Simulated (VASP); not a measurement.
# Cs (P6/mmm) in VASP: notebook

Runs on Cs. Level: PBE. Tasks: single point.

All numbers are computed with VASP 6.6.1; they aren't measurements. Logs are shortened: lines on timing, memory, paths and dates and some standing lists are left out, and cuts for length are marked.

**1. The cell of the first run**

Symmetry: P6/mmm, No. 191, hexagonal system. Conventional cell: a = 3.905 Å, b = 3.905 Å, c = 3.671 Å, α = 90.00°, β = 90.00°, γ = 120.00°. Within 4.8 Å of Cs (site symmetry 6/mmm) lie 8 Cs at 3.67 to 3.91 Å.

**2. Single point, PBE**

The input, INCAR:

```
  PREC = Accurate
  ENCUT = 520
  EDIFF = 1E-7
  ISMEAR = -1
  SIGMA = 0.08
  LREAL = False
  LASPH = True
  NELM = 60
  ALGO = Normal
  ISIF = 2
  LWAVE = False
  LCHARG = True
  GGA = PE
  LELF = True
  LVHAR = True
  NBANDS = 10
```

The input, KPOINTS:

```
regular mesh
0
Gamma
  8 8 8
```

The input, POSCAR:

```
Cs
1.0
    3.9052406293      0.0000000000      0.0000000000
   -1.9526203147      3.3820375929      0.0000000000
    0.0000000000      0.0000000000      3.6709261916
Cs
1
Direct
    0.0000000000      0.0000000000      0.0000000000
```

Potentials or basis: VASP PAW PBE potentials, release 64 (Cs_sv).

Run with:

```console
$ cat potpaw_PBE.64/Cs_sv/POTCAR > POTCAR
$ mpirun -np 1 vasp_std > vasp.out
```

OUTCAR:

```text
PREC = Accurate
   ENCUT = 520
   EDIFF = 1E-7
   ISMEAR = -1
   LREAL = False
   LASPH = True
   NELM = 60
   ISIF = 2
   GGA = PE

 ion  position               nearest neighbor table
   1  0.000  0.000  0.000-

  LATTYP: Found a hexagonal cell.
 ALAT       =     3.9052406293
 C/A-ratio  =     0.9400000000

  Lattice vectors:

 A1 = (   3.9052406293,   0.0000000000,   0.0000000000)
 A2 = (  -1.9526203147,   3.3820375929,   0.0000000000)
 A3 = (   0.0000000000,   0.0000000000,   3.6709261916)

Analysis of symmetry for initial positions (statically):
=====================================================================
 Subroutine PRICEL returns:
 Original cell was already a primitive cell.

 Routine SETGRP: Setting up the symmetry group for a
 hexagonal supercell.

 Subroutine GETGRP returns: Found 24 space group operations
 (whereof 24 operations were pure point group operations)
 out of a pool of 24 trial point group operations.

The static configuration has the point symmetry D_6h.

Analysis of symmetry for dynamics (positions and initial velocities):
=====================================================================
 Subroutine PRICEL returns:
 Original cell was already a primitive cell.

 Routine SETGRP: Setting up the symmetry group for a
 hexagonal supercell.

 Subroutine GETGRP returns: Found 24 space group operations
 (whereof 24 operations were pure point group operations)
 out of a pool of 24 trial point group operations.

The dynamic configuration has the point symmetry D_6h.

 Subroutine INISYM returns: Found 24 space group operations
 (whereof 24 operations are pure point group operations),
 and found     1 'primitive' translations

----------------------------------------------------------------------------------------

                                     Primitive cell

  volume of cell :      48.4844

  direct lattice vectors                    reciprocal lattice vectors
     3.905240629  0.000000000  0.000000000     0.256066167  0.147839871  0.000000000
    -1.952620315  3.382037593  0.000000000     0.000000000  0.295679741  0.000000000
     0.000000000  0.000000000  3.670926192     0.000000000  0.000000000  0.272410816

  length of vectors
     3.905240629  3.905240629  3.670926192     0.295679741  0.295679741  0.272410816

  position of ions in fractional coordinates (direct lattice)
     0.000000000  0.000000000  0.000000000

  ion indices of the primitive-cell ions
   primitive index   ion index
                 1           1

----------------------------------------------------------------------------------------

 KPOINTS: regular mesh

Automatic generation of k-mesh.
 Grid dimensions read from file:
 generate k-points for:    8    8    8

 Generating k-lattice:

  Cartesian coordinates                     Fractional coordinates (reciprocal lattice)
     0.032008271  0.018479984  0.000000000     0.125000000  0.000000000  0.000000000
     0.000000000  0.036959968  0.000000000     0.000000000  0.125000000  0.000000000
     0.000000000  0.000000000  0.034051352     0.000000000  0.000000000  0.125000000

  Length of vectors
     0.036959968  0.036959968  0.034051352

  Shift w.r.t. Gamma in fractional coordinates (k-lattice)
     0.000000000  0.000000000  0.000000000

 Subroutine IBZKPT returns following result:
 ===========================================

 Found     50 irreducible k-points:

 Following reciprocal coordinates:
            Coordinates               Weight
  0.000000  0.000000  0.000000      1.000000
  0.125000  0.000000  0.000000      6.000000
  0.250000  0.000000  0.000000      6.000000
  0.375000  0.000000  0.000000      6.000000
  0.500000  0.000000  0.000000      3.000000
  0.125000  0.125000  0.000000      6.000000
[... 16 lines left out ...]
  0.250000  0.000000  0.250000     12.000000
  0.375000  0.000000  0.250000     12.000000
 [... further k-points ...]
   k-points           NKPTS =     50   k-points in BZ     NKDIM =     50   number of bands    NBANDS=     10
   number of dos      NEDOS =    301   number of ions     NIONS =      1
   total plane-waves  NPLWV =  25200
   dimension x,y,z NGX =    30 NGY =   30 NGZ =   28
   dimension x,y,z NGXF=    60 NGYF=   60 NGZF=   56
   ions per type =               1
   NGX,Y,Z   is equivalent  to a cutoff of  12.77, 12.77, 12.68 a.u.
   NGXF,Y,Z  is equivalent  to a cutoff of  25.54, 25.54, 25.36 a.u.
 SYSTEM =  unknown system
   PREC   = accura    normal or accurate (medium, high low for compatibility)
   ISTART =      0    job   : 0-new  1-cont  2-samecut
   ICHARG =      2    charge: 1-file 2-atom 10-const
   ISPIN  =      1    spin polarized calculation?
   LNONCOLLINEAR =      F non collinear calculations
   LSORBIT =      F    spin-orbit coupling
   LASPH  =      T    aspherical Exc in radial PAW
   ENCUT  =  520.0 eV  38.22 Ry    6.18 a.u.   7.26  7.26  6.83*2*pi/ulx,y,z
   NELM   =     60;   NELMIN=  2; NELMDL= -5     # of ELM steps
   EDIFF  = 0.1E-06   stopping-criterion for ELM
   LREAL  =      F    real-space projection
   EDIFFG = 0.1E-05   stopping-criterion for IOM
   NSW    =      0    number of steps for IOM
   IBRION =     -1    ionic relax: 0-MD 1-quasi-New 2-CG
   NFREE  =      0    steps in history (QN), initial steepest desc. (CG)
   ISIF   =      2    stress and relaxation
   ISYM   =      2    0-nonsym 1-usesym 2-fastsym
   POTIM  = 0.5000    time-step for ionic-motion
   TEBEG  =    0.0;   TEEND  =   0.0 temperature during run
   PSTRESS=    0.0 pullay stress
   NELECT =       9.0000    total number of electrons
   NUPDOWN=      -1.0000    fix difference up-down
   EMIN   =  10.00;   EMAX   =-10.00  energy-range for DOS
   EFERMI =   0.00;   METHOD = LEGACY
   ISMEAR =    -1;   SIGMA  =   0.08  broadening in eV -4-tet -1-fermi 0-gaus
   EFERMI_NEDOS =   21; number of points for ismear=-14 and -15
   IALGO  =     38    algorithm
   IMIX   =      4    mixing-type and parameters
     AMIX     =   0.40;   BMIX     =  1.00
     AMIX_MAG =   1.60;   BMIX_MAG =  1.00
  volume/ion in A,a.u.               =      48.48       327.19
  Fermi-wavevector in a.u.,A,eV,Ry     =   0.933874  1.764766 11.865927  0.872121
  Thomas-Fermi vector in A             =   2.060621
   LORBIT       =      0    0 simple, 1 ext, 2 COOP (PROOUT), +10 PAW based schemes
   GGA     = PE    functional components
   LHFCALC =     F    Hartree Fock is set to
   AEXX    =    0.0000 exact exchange contribution
   IVDW    =     0    specifies the selected vdW correction
   LEPSILON=     F    determine dielectric tensor
   LRPA    =     F    only Hartree local field effects (RPA)
 non-spin polarized calculation
  energy-cutoff  :      520.00
  volume of cell :       48.48
 maximum number of plane-waves:      1346
 NGX is ok and might be reduce to    30

 number of electron       8.9999998 magnetization

 Free energy of the ion-electron system (eV)
  ---------------------------------------------------
  ext. energy  EPLUGINS =         0.00000000
  ---------------------------------------------------
  free energy    TOTEN  =        -0.16358230 eV

  energy without entropy =       -0.13320768  energy(sigma->0) =       -0.14839499

 E-fermi :   3.6218     XC(G=0):  -8.1664

 val. band max:        3.5718642760   @ k =   0.2500   0.1250   0.0000
 cond. band min:       3.6417912519   @ k =   0.1250   0.1250   0.2500
 fundamental gap:      0.0699269759
 Fermi energy:         3.6217645869

 k-point     1 :       0.0000    0.0000    0.0000
  band No.  band energies     occupation
      1     -20.4505      2.00000
      2      -6.3598      2.00000
      3      -6.3598      2.00000
      4      -6.2596      2.00000
      5       1.6950      2.00000
      6       4.5345      0.00002
      7       6.5455      0.00000
      8       6.5455      0.00000
      9      10.2901      0.00000
     10      11.5565      0.00000

 k-point     2 :       0.1250    0.0000    0.0000
  band No.  band energies     occupation
      1     -20.4150      2.00000
      2      -6.6795      2.00000
      3      -6.4246      2.00000
      4      -6.2254      2.00000
      5       2.1199      2.00000
      6       4.7610      0.00000
      7       5.9171      0.00000
      8       6.9623      0.00000
      9      10.3609      0.00000
     10      11.4068      0.00000

 k-point     3 :       0.2500    0.0000    0.0000
  band No.  band energies     occupation
      1     -20.3272      2.00000
      2      -7.3554      2.00000
      3      -6.5747      2.00000
      4      -6.1411      2.00000
      5       2.9377      1.99961
      6       4.7545      0.00000
      7       5.8831      0.00000
      8       8.1456      0.00000
      9       9.0231      0.00000
     10      11.0777      0.00000

 k-point     4 :       0.3750    0.0000    0.0000
  band No.  band energies     occupation
      1     -20.2362      2.00000
      2      -7.9404      2.00000
      3      -6.7164      2.00000
      4      -6.0540      2.00000
      5       3.2234      1.98634
      6       4.8863      0.00000
      7       6.5558      0.00000
      8       8.1397      0.00000
      9       9.9065      0.00000
     10      10.7969      0.00000
[... 222 lines left out ...]
 k-point    22 :       0.1250    0.0000    0.2500
  band No.  band energies     occupation
      1     -20.3040      2.00000
      2      -7.2886      2.00000
      3      -6.5604      2.00000
      4      -6.3239      2.00000
      5       3.1414      1.99508
      6       5.9069      0.00000
      7       6.3933      0.00000
      8       7.3267      0.00000
      9       8.5900      0.00000
     10       9.1703      0.00000

 k-point    23 :       0.2500    0.0000    0.2500
  band No.  band energies     occupation
      1     -20.2184      2.00000
      2      -7.2494      2.00000
      3      -7.1212      2.00000
      4      -6.4687      2.00000
      5       3.6771      0.66740
      6       5.0899      0.00000
      7       6.9105      0.00000
      8       7.8844      0.00000
      9       8.2147      0.00000
     10       9.0101      0.00000

 k-point    24 :       0.3750    0.0000    0.2500
  band No.  band energies     occupation
      1     -20.1298      2.00000
      2      -7.7779      2.00000
      3      -7.0280      2.00000
      4      -6.6059      2.00000
      5       3.7318      0.40356
      6       4.2937      0.00045
      7       7.5875      0.00000
      8       8.1563      0.00000
      9       8.6513      0.00000
     10      10.4732      0.00000

 [... further k-points ...]
[... 5 lines left out ...]
  --------------------------------------------------------------------------------------
  -------------------------------------------------------------------------------------
  Total        1.3788870      1.3788870      1.0942313     -0.0000000      0.0000000      0.0000000
  in kB       45.5656286     45.5656286     36.1591185     -0.0000000      0.0000000      0.0000000
  external PRESSURE =      42.4301253 kB  Pullay stress =       0.0000000 kB

 VOLUME and BASIS-vectors are now :
 -----------------------------------------------------------------------------
  energy-cutoff  :      520.00
  volume of cell :       48.48
      direct lattice vectors                 reciprocal lattice vectors
     3.905240629  0.000000000  0.000000000     0.256066167  0.147839871  0.000000000
    -1.952620315  3.382037593  0.000000000     0.000000000  0.295679741  0.000000000
     0.000000000  0.000000000  3.670926192     0.000000000  0.000000000  0.272410816

 POSITION                                       TOTAL-FORCE (eV/Angst)
 -----------------------------------------------------------------------------------
      0.00000      0.00000      0.00000         0.000000      0.000000      0.000000
 -----------------------------------------------------------------------------------
    total drift:                               -0.000000      0.000000      0.000000

  FREE ENERGIE OF THE ION-ELECTRON SYSTEM (eV)
  ---------------------------------------------------
  free  energy   TOTEN  =        -0.1635823023 eV

  energy  without entropy=       -0.1332076840  energy(sigma->0) =       -0.14839499
```

Wall time 11 s (1 thread of Intel Xeon Platinum 8559C (Emerald Rapids), shared host); peak memory 0.17 GiB.

Results:

* Free energy: -0.1636 eV
* Pressure: 4.2 GPa

Levels at points of the mesh, in eV from the Fermi level:
```csv
k point,band 1,band 2,band 3,band 4,band 5,band 6,band 7,band 8,band 9,band 10
"(0.00, 0.00, 0.00)",-24.07,-9.98,-9.98,-9.88,-1.93,0.91,2.92,2.92,6.67,7.93
"(0.50, 0.00, 0.00)",-23.82,-11.79,-10.39,-9.64,-0.47,1.72,2.91,4.21,7.07,8.05
"(0.00, 0.00, 0.50)",-23.84,-11.81,-9.78,-9.78,0.44,2.05,3.81,3.81,4.55,4.55
"(0.50, 0.00, 0.50)",-23.60,-11.43,-11.38,-10.16,-1.01,0.93,3.16,4.42,6.98,8.52
```

Caveat: spin-orbit coupling is left out, which moves the levels of the heavy elements.

**3. Single point, PBE**

The input, INCAR:

```
SYSTEM = Cs
PREC = Accurate ; ENCUT = 520
EDIFF = 1E-7 ; ISMEAR = -1
SIGMA = 0.08 ; LREAL = .False.
LASPH = .True. ; NELM = 100
ALGO = Normal ; ISIF = 2
LWAVE = .False. ; LCHARG = .False.
GGA = PE ; NBANDS = 10
```

The input, KPOINTS:

```
Automatic mesh
0
Gamma
  8 8 8
  0 0 0
```

POSCAR is that of step 2.

Potentials or basis: VASP PAW PBE potentials, release 64 (Cs_sv).

Run with:

```console
$ cat potpaw_PBE.64/Cs_sv/POTCAR > POTCAR
$ mpirun -np 1 vasp_std > vasp.out
```

OUTCAR:

```text
SYSTEM = Cs
   PREC = Accurate
   ENCUT = 520
   EDIFF = 1E-7
   ISMEAR = -1
   LREAL = .False.
   LASPH = .True.
   NELM = 100
   ISIF = 2
   GGA = PE

 ion  position               nearest neighbor table
   1  0.000  0.000  0.000-

  LATTYP: Found a hexagonal cell.
 ALAT       =     3.9052406293
 C/A-ratio  =     0.9400000000

  Lattice vectors:

 A1 = (   3.9052406293,   0.0000000000,   0.0000000000)
 A2 = (  -1.9526203147,   3.3820375929,   0.0000000000)
 A3 = (   0.0000000000,   0.0000000000,   3.6709261916)
[... 482 lines left out ...]
      2      -7.7779      2.00000
      3      -7.0280      2.00000
      4      -6.6059      2.00000
      5       3.7318      0.40356
      6       4.2937      0.00045
      7       7.5875      0.00000
      8       8.1563      0.00000
      9       8.6513      0.00000
     10      10.4732      0.00000

 [... further k-points ...]
[... 5 lines left out ...]
  --------------------------------------------------------------------------------------
  -------------------------------------------------------------------------------------
  Total        1.3788870      1.3788870      1.0942313     -0.0000000      0.0000000      0.0000000
  in kB       45.5656286     45.5656286     36.1591185     -0.0000000      0.0000000      0.0000000
  external PRESSURE =      42.4301253 kB  Pullay stress =       0.0000000 kB

 VOLUME and BASIS-vectors are now :
 -----------------------------------------------------------------------------
  energy-cutoff  :      520.00
  volume of cell :       48.48
      direct lattice vectors                 reciprocal lattice vectors
     3.905240629  0.000000000  0.000000000     0.256066167  0.147839871  0.000000000
    -1.952620315  3.382037593  0.000000000     0.000000000  0.295679741  0.000000000
     0.000000000  0.000000000  3.670926192     0.000000000  0.000000000  0.272410816

 POSITION                                       TOTAL-FORCE (eV/Angst)
 -----------------------------------------------------------------------------------
      0.00000      0.00000      0.00000         0.000000      0.000000      0.000000
 -----------------------------------------------------------------------------------
    total drift:                               -0.000000      0.000000      0.000000

  FREE ENERGIE OF THE ION-ELECTRON SYSTEM (eV)
  ---------------------------------------------------
  free  energy   TOTEN  =        -0.1635823023 eV

  energy  without entropy=       -0.1332076840  energy(sigma->0) =       -0.14839499
```

OSZICAR:

```text
N       E                     dE             d eps       ncg     rms          rms(c)
DAV:   1     0.439535630457E+02    0.43954E+02   -0.39215E+03  1000   0.721E+02
DAV:   2     0.231323129562E+01   -0.41640E+02   -0.40583E+02  1304   0.121E+02
DAV:   3    -0.186681577364E+00   -0.24999E+01   -0.24954E+01  1154   0.322E+01
DAV:   4    -0.201546042025E+00   -0.14864E-01   -0.14862E-01  1200   0.290E+00
DAV:   5    -0.201590500428E+00   -0.44458E-04   -0.44458E-04  1196   0.155E-01    0.693E-01
DAV:   6    -0.172864110839E+00    0.28726E-01   -0.34289E-02  1080   0.899E-01    0.347E-01
DAV:   7    -0.163490453841E+00    0.93737E-02   -0.35173E-02  1088   0.918E-01    0.120E-01
DAV:   8    -0.163588709189E+00   -0.98255E-04   -0.48421E-04  1114   0.161E-01    0.122E-02
DAV:   9    -0.163586744742E+00    0.19644E-05   -0.87560E-06  1188   0.183E-02    0.699E-03
DAV:  10    -0.163581901001E+00    0.48437E-05   -0.27326E-06  1104   0.115E-02    0.133E-03
DAV:  11    -0.163582155981E+00   -0.25498E-06   -0.48416E-08   900   0.128E-03    0.826E-04
DAV:  12    -0.163582329129E+00   -0.17315E-06   -0.20308E-08   590   0.106E-03    0.969E-05
DAV:  13    -0.163582302327E+00    0.26802E-07   -0.18856E-09   564   0.317E-04
   1 F= -.16358230E+00 E0= -.14839499E+00  d E =-.303746E-01
```

Run time: 11 s. Hardware: 1 thread of Intel Xeon Platinum 8559C (Emerald Rapids), shared host; peak memory 0.16 GiB.

What came out:

```
Free energy : -0.1636 eV
Pressure    : 4.2 GPa
```

Caveat: spin-orbit coupling is left out, which moves the levels of the heavy elements.

(Part 1 of 2 ends here.)
